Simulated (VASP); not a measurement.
Input of a VASP 6.6.1 run:

Contents of INCAR:

```
SYSTEM = MgO
PREC = Accurate
ENCUT = 520
EDIFF = 1E-6
ISMEAR = -5
SIGMA = 0.05
LREAL = .False.
LASPH = .True.
NELM = 60
ALGO = Normal
ISIF = 2
LWAVE = .False.
LCHARG = .True.
GGA = CA
LELF = .True.
LVHAR = .True.
NBANDS = 11
```

The input KPOINTS:

```
Automatic mesh
0
Gamma
  11 11 11
  0 0 0
```

File POSCAR:

```
MgO
1.0
    0.0000000000      2.0829271338      2.0829271338
    2.0829271338      0.0000000000      2.0829271338
    2.0829271338      2.0829271338      0.0000000000
Mg O
1 1
Direct
    0.0000000000      0.0000000000      0.0000000000
    0.5000000000      0.5000000000      0.5000000000
```

Potentials or basis: VASP PAW LDA potentials, release 64 (Mg, O).

Run with:

```sh
$ cat potpaw_LDA.64/Mg/POTCAR potpaw_LDA.64/O/POTCAR > POTCAR
$ mpirun -np 1 vasp_std > vasp.out
```

(1) What does it give for the pressure?

(2) Predict the band gap on the k mesh.

Results:

(1) -2.5 GPa.

(2) 4.99 eV, direct.
